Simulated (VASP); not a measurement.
Wanted: the native input for a VASP 6.6.1 run.

```yaml
Task: single point
Functional: LDA
Potentials_or_basis: VASP PAW LDA potentials, release 64 (Cu)
Cutoff: 520 eV
k_mesh: 12 × 12 × 11
Occupations: gaussian, width 0.5 eV
Spin: no spin polarisation
Dipole_correction: no
Further_INCAR_settings: ALGO = Normal; EDIFF = 1e-06; NBANDS = 18
```

The structure of Cu lies in POSCAR:

```
Cu
1.0
    1.2184640000     -3.9763780000      0.0000000000
    1.2184640000      3.9763780000      0.0000000000
    0.0000000000      0.0000000000      2.4754960000
Cu
2
Direct
    0.1338670000      0.8661330000      0.2500000000
    0.8661330000      0.1338670000      0.7500000000
```

These files were run (other wordings do the same):

INCAR

```
SYSTEM = Cu
PREC = Accurate
ENCUT = 520
EDIFF = 1E-6
ISMEAR = 0
SIGMA = 0.5
LREAL = .FALSE.
LASPH = .TRUE.
NELM = 60
ALGO = Normal
ISIF = 2
LWAVE = .FALSE.
LCHARG = .FALSE.
GGA = CA
NBANDS = 18
```

KPOINTS

```
regular mesh
0
G
  12 12 11
  0 0 0
```

Potentials or basis: VASP PAW LDA potentials, release 64 (Cu).

Launch:

```bash
$ cat potpaw_LDA.64/Cu/POTCAR > POTCAR
$ mpirun -np 1 vasp_std > vasp.out
```

Results of the run:

```json
{
 "Pressure": "-6.6 GPa",
 "Largest force": "0.042 eV/Å",
 "Band gap on the k mesh": "zero (bands 11 and 12 overlap by 5.12 eV)"
}
```

Caveat: the cell stands under tension; so wide a smearing shifts energies and pressures.

Wall time 75 s on 1 thread of Intel(R) Xeon(R) Platinum 8259CL CPU @ 2.50GHz (Skylake/Cascade Lake) (shared host), peak memory 0.21 GiB.
